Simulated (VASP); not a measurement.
# Ca (Im-3m) in VASP: further runs

Runs on Ca. Level: PBE. Tasks: single point.

All numbers are computed with VASP 6.6.1; they aren't measurements. Logs are shortened: lines on timing, memory, paths and dates and some standing lists are left out, and cuts for length are marked.

### Step 1. The cell of the first run

The structure is cubic, space group Im-3m (No. 229). Conventional cell: a = 4.569 Å, b = 4.569 Å, c = 4.569 Å, α = 90.00°, β = 90.00°, γ = 90.00°. Ca (site symmetry m-3m) has 14 Ca at 3.96 to 4.57 Å within 5.2 Å.

This isn't the form of Ca at room conditions, which is fcc.

### Step 2. Single point, PBE

File INCAR:

```
SYSTEM = Ca
ALGO = Fast
EDIFF = 1E-6
ENCUT = 520
GGA = PE
ISIF = 2
ISMEAR = 0
LASPH = .TRUE.
LCHARG = .FALSE.
LREAL = .FALSE.
LWAVE = .FALSE.
NBANDS = 11
NELM = 60
PREC = Accurate
SIGMA = 0.1
```

File KPOINTS:

```
k-points
0
G
  6 6 6
  0 0 0
```

File POSCAR:

```
Ca
1.0
   -2.2846774636      2.2846774636      2.2846774636
    2.2846774636     -2.2846774636      2.2846774636
    2.2846774636      2.2846774636     -2.2846774636
Ca
1
Direct
    0.0000000000      0.0000000000      0.0000000000
```

Potentials or basis: VASP PAW PBE potentials, release 64 (Ca_sv).

Started as:

```console
$ cat potpaw_PBE.64/Ca_sv/POTCAR > POTCAR
$ mpirun -np 1 vasp_std > vasp.out
```

OUTCAR:

```text
SYSTEM = Ca
   EDIFF = 1E-6
   ENCUT = 520
   GGA = PE
   ISIF = 2
   ISMEAR = 0
   LASPH = .TRUE.
   LREAL = .FALSE.
   NELM = 60
   PREC = Accurate

 ion  position               nearest neighbor table
   1  0.000  0.000  0.000-

  LATTYP: Found a body centered cubic cell.
 ALAT       =     4.5693549272

  Lattice vectors:

 A1 = (  -2.2846774636,   2.2846774636,   2.2846774636)
 A2 = (   2.2846774636,  -2.2846774636,   2.2846774636)
 A3 = (   2.2846774636,   2.2846774636,  -2.2846774636)

Analysis of symmetry for initial positions (statically):
=====================================================================
 Subroutine PRICEL returns:
 Original cell was already a primitive cell.

 Routine SETGRP: Setting up the symmetry group for a
 body centered cubic supercell.

 Subroutine GETGRP returns: Found 48 space group operations
 (whereof 48 operations were pure point group operations)
 out of a pool of 48 trial point group operations.

The static configuration has the point symmetry O_h .

Analysis of symmetry for dynamics (positions and initial velocities):
=====================================================================
 Subroutine PRICEL returns:
 Original cell was already a primitive cell.

 Routine SETGRP: Setting up the symmetry group for a
 body centered cubic supercell.

 Subroutine GETGRP returns: Found 48 space group operations
 (whereof 48 operations were pure point group operations)
 out of a pool of 48 trial point group operations.

The dynamic configuration has the point symmetry O_h .

 Subroutine INISYM returns: Found 48 space group operations
 (whereof 48 operations are pure point group operations),
 and found     1 'primitive' translations

----------------------------------------------------------------------------------------

                                     Primitive cell

  volume of cell :      47.7018

  direct lattice vectors                    reciprocal lattice vectors
    -2.284677464  2.284677464  2.284677464     0.000000000  0.218849272  0.218849272
     2.284677464 -2.284677464  2.284677464     0.218849272  0.000000000  0.218849272
     2.284677464  2.284677464 -2.284677464     0.218849272  0.218849272  0.000000000

  length of vectors
     3.957177446  3.957177446  3.957177446     0.309499609  0.309499609  0.309499609

[... 74 lines left out ...]
   NFREE  =      0    steps in history (QN), initial steepest desc. (CG)
   ISIF   =      2    stress and relaxation
   ISYM   =      2    0-nonsym 1-usesym 2-fastsym
   POTIM  = 0.5000    time-step for ionic-motion
   TEBEG  =    0.0;   TEEND  =   0.0 temperature during run
   PSTRESS=    0.0 pullay stress
   NELECT =      10.0000    total number of electrons
   NUPDOWN=      -1.0000    fix difference up-down
   EMIN   =  10.00;   EMAX   =-10.00  energy-range for DOS
   EFERMI =   0.00;   METHOD = LEGACY
   ISMEAR =     0;   SIGMA  =   0.10  broadening in eV -4-tet -1-fermi 0-gaus
   EFERMI_NEDOS =   21; number of points for ismear=-14 and -15
   IALGO  =     68    algorithm
   IMIX   =      4    mixing-type and parameters
     AMIX     =   0.40;   BMIX     =  1.00
     AMIX_MAG =   1.60;   BMIX_MAG =  1.00
  volume/ion in A,a.u.               =      47.70       321.91
  Fermi-wavevector in a.u.,A,eV,Ry     =   0.972516  1.837788 12.868209  0.945787
  Thomas-Fermi vector in A             =   2.102820
   LORBIT       =      0    0 simple, 1 ext, 2 COOP (PROOUT), +10 PAW based schemes
   GGA     = PE    functional components
   LHFCALC =     F    Hartree Fock is set to
   AEXX    =    0.0000 exact exchange contribution
   IVDW    =     0    specifies the selected vdW correction
   LEPSILON=     F    determine dielectric tensor
   LRPA    =     F    only Hartree local field effects (RPA)
 non-spin polarized calculation
 RMM-DIIS sequential band-by-band and
 Gauss-broadening in eV      SIGMA  =   0.10
  energy-cutoff  :      520.00
  volume of cell :       47.70
 maximum number of plane-waves:      1309
 NGX is ok and might be reduce to    30
   NGX = 15   NGY = 15   NGZ = 15

 number of electron      10.0000000 magnetization

 number of electron       9.9999997 magnetization

 Free energy of the ion-electron system (eV)
  ---------------------------------------------------
  ext. energy  EPLUGINS =         0.00000000
  ---------------------------------------------------
  free energy    TOTEN  =        -1.88391040 eV

  energy without entropy =       -1.87508115  energy(sigma->0) =       -1.87949577

 E-fermi :   1.5554     XC(G=0):  -7.3698

 val. band max:        1.4758036423   @ k =   0.5000   0.5000   0.1667
 cond. band min:       1.6025243395   @ k =   0.3333   0.1667   0.1667
 fundamental gap:      0.1267206973
 Fermi energy:         1.5554062331

 k-point     1 :       0.0000    0.0000    0.0000
  band No.  band energies     occupation
      1     -40.8330      2.00000
      2     -21.7577      2.00000
      3     -21.7577      2.00000
      4     -21.7577      2.00000
      5      -2.3037      2.00000
      6       3.6467      0.00000
      7       3.6467      0.00000
      8       3.6467      0.00000
      9       4.5753      0.00000
     10       4.5753      0.00000
     11      11.1450      0.00000
[... 197 lines left out ...]
 k-point    16 :       0.5000    0.5000    0.5000
  band No.  band energies     occupation
      1     -40.8183      2.00000
      2     -21.8227      2.00000
      3     -21.8227      2.00000
      4     -21.8227      2.00000
      5       1.7060      0.03322
      6       1.7060      0.03322
      7       5.0024      0.00000
      8       5.0024      0.00000
      9       5.0025      0.00000
     10       5.2497      0.00000
     11       5.2497      0.00000

------------------------ aborting loop because EDIFF is reached ----------------------------------------

  FORCE on cell =-STRESS in cart. coord.  units (eV):
  Direction    XX          YY          ZZ          XY          YZ          ZX
  --------------------------------------------------------------------------------------
  -------------------------------------------------------------------------------------
  Total       -0.4889913     -0.4889913     -0.4889913     -0.0000000     -0.0000000     -0.0000000
  in kB      -16.4239268    -16.4239268    -16.4239268     -0.0000000     -0.0000000     -0.0000000
  external PRESSURE =     -16.4239268 kB  Pullay stress =       0.0000000 kB

 VOLUME and BASIS-vectors are now :
 -----------------------------------------------------------------------------
  energy-cutoff  :      520.00
  volume of cell :       47.70
      direct lattice vectors                 reciprocal lattice vectors
    -2.284677464  2.284677464  2.284677464     0.000000000  0.218849272  0.218849272
     2.284677464 -2.284677464  2.284677464     0.218849272  0.000000000  0.218849272
     2.284677464  2.284677464 -2.284677464     0.218849272  0.218849272  0.000000000

 POSITION                                       TOTAL-FORCE (eV/Angst)
 -----------------------------------------------------------------------------------
      0.00000      0.00000      0.00000        -0.000000      0.000000     -0.000000
 -----------------------------------------------------------------------------------
    total drift:                               -0.000000     -0.000000      0.000000

  FREE ENERGIE OF THE ION-ELECTRON SYSTEM (eV)
  ---------------------------------------------------
  free  energy   TOTEN  =        -1.8839104025 eV

  energy  without entropy=       -1.8750811461  energy(sigma->0) =       -1.87949577
```

OSZICAR:

```text
N       E                     dE             d eps       ncg     rms          rms(c)
DAV:   1     0.653147676131E+02    0.65315E+02   -0.49047E+03   352   0.807E+02
DAV:   2    -0.256773817574E+00   -0.65572E+02   -0.64974E+02   379   0.206E+02
DAV:   3    -0.177325804613E+01   -0.15165E+01   -0.15040E+01   496   0.305E+01
DAV:   4    -0.188331236101E+01   -0.11005E+00   -0.10974E+00   515   0.602E+00
DAV:   5    -0.188430615239E+01   -0.99379E-03   -0.99345E-03   451   0.645E-01    0.230E+00
RMM:   6    -0.188320592142E+01    0.11002E-02   -0.78270E-03   370   0.101E+00    0.142E+00
RMM:   7    -0.188398973807E+01   -0.78382E-03   -0.20719E-02   407   0.182E+00    0.110E-01
RMM:   8    -0.188379264284E+01    0.19710E-03   -0.46062E-03   417   0.774E-01    0.295E-02
RMM:   9    -0.188387522838E+01   -0.82586E-04   -0.10756E-03   479   0.361E-01    0.229E-02
RMM:  10    -0.188390507463E+01   -0.29846E-04   -0.20331E-04   522   0.138E-01    0.870E-03
RMM:  11    -0.188390985999E+01   -0.47854E-05   -0.50704E-05   525   0.528E-02    0.127E-02
RMM:  12    -0.188391190420E+01   -0.20442E-05   -0.60273E-06   481   0.278E-02    0.973E-03
RMM:  13    -0.188391020657E+01    0.16976E-05   -0.32603E-06   380   0.136E-02    0.137E-03
RMM:  14    -0.188391040247E+01   -0.19590E-06   -0.95077E-07   303   0.661E-03
   1 F= -.18839104E+01 E0= -.18794958E+01  d E =-.882926E-02
```

Wall time 14 s (1 thread of Intel Xeon 8259CL, shared host); peak memory 0.16 GiB.

What came out:

```yaml
Free_energy: -1.8839 eV
Pressure: -1.6 GPa
Band_gap_on_the_k_mesh: zero (bands 5 and 6 overlap by 0.28 eV)
```

### Step 3. Single point, PBE

This run uses another cell than the first one, of 42.15 Å³/atom.

File INCAR:

```
PREC = Accurate
ENCUT = 520
EDIFF = 1E-6
ISMEAR = 0
SIGMA = 0.1
LREAL = F
LASPH = T
NELM = 80
ALGO = Normal
ISIF = 2
LWAVE = F
LCHARG = F
GGA = PE
NBANDS = 11
```

File KPOINTS:

```
regular mesh
0
Gamma
  18 18 18
```

File POSCAR:

```
Ca
1.0
   -2.1923479330      2.1923479330      2.1923479330
    2.1923479330     -2.1923479330      2.1923479330
    2.1923479330      2.1923479330     -2.1923479330
Ca
1
Direct
    0.0000000000      0.0000000000      0.0000000000
```

Potentials or basis: VASP PAW PBE potentials, release 64 (Ca_sv).

Started as:

```console
$ cat potpaw_PBE.64/Ca_sv/POTCAR > POTCAR
$ mpirun -np 1 vasp_std > vasp.out
```

It took 83 s on 1 thread of Intel Xeon 8259CL, shared host; peak memory 0.22 GiB.

It converged, with:

| Item | Value |
| --- | --- |
| Free energy | -1.9164 eV |
| Pressure | 0.0 GPa |
| Band gap on the k mesh | zero (bands 5 and 6 overlap by 0.29 eV) |

Levels at points of the mesh, in eV from the Fermi level:
| k point | band 1 | band 2 | band 3 | band 4 | band 5 | band 6 | band 7 | band 8 | band 9 | band 10 |
| --- | --- | --- | --- | --- | --- | --- | --- | --- | --- | --- |
| (0.00, 0.00, 0.00) | -42.07 | -22.99 | -22.99 | -22.99 | -4.09 | 2.28 | 2.28 | 2.28 | 3.34 | 3.34 |
| (0.50, 0.00, 0.00) | -42.06 | -23.13 | -23.03 | -22.99 | -0.92 | -0.04 | 1.32 | 3.24 | 3.61 | 4.37 |
| (0.50, 0.50, 0.50) | -42.05 | -23.09 | -23.09 | -23.09 | 0.03 | 0.03 | 3.91 | 3.91 | 3.91 | 4.15 |
